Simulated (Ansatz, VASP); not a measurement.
Ta4Mo: VASP beside Ansatz

```xyz
5
Lattice="-3.0032 3.0032 3.0032 3.0032 -3.0032 3.0032 3.0032 3.0032 -3.0032" Properties=species:S:1:pos:R:3 pbc="T T T"
Ta    1.5016    1.5016   -1.5016
Ta    1.5016   -1.5016    1.5016
Ta   -1.5016    1.5016    1.5016
Ta    1.5016    1.5016    1.5016
Mo    0.0000    0.0000    0.0000
```

Change from the starting cell: species swapped into the MnGa4 type (Im-3m, No. 229).

Alike in both runs: functional PBE; k mesh 10 × 10 × 10; occupations gaussian, width 0.1 eV; no spin polarisation.

Ansatz relaxed the structure, and its values are those at the end. VASP's run is a single point on that final structure, the one shown.

|  | VASP | Ansatz |
| --- | --- | --- |
| version | VASP 6.6.1 | Ansatz 0.2.0 |
| potentials or method | VASP PAW PBE potentials, release 64 (Ta_pv, Mo_sv), cutoff 520 eV | scalar-relativistic, plane waves, PAW |
| valence electrons in the cell | 58 | 66 |

Ansatz gave:

* gap on the k mesh at the Fermi level (eV): none
* pressure (GPa): 0.0

Problem. Estimate VASP's values.

Solution. gap on the k mesh at the Fermi level (eV): none; pressure (GPa): 0.1.

A gap of «none» marks a metal or a gap that the smearing closes. VASP's potentials hold 58 valence electrons a cell and Ansatz's 66, so a difference there can come from the potentials and not from the codes.

Neither program's run includes spin-orbit coupling.
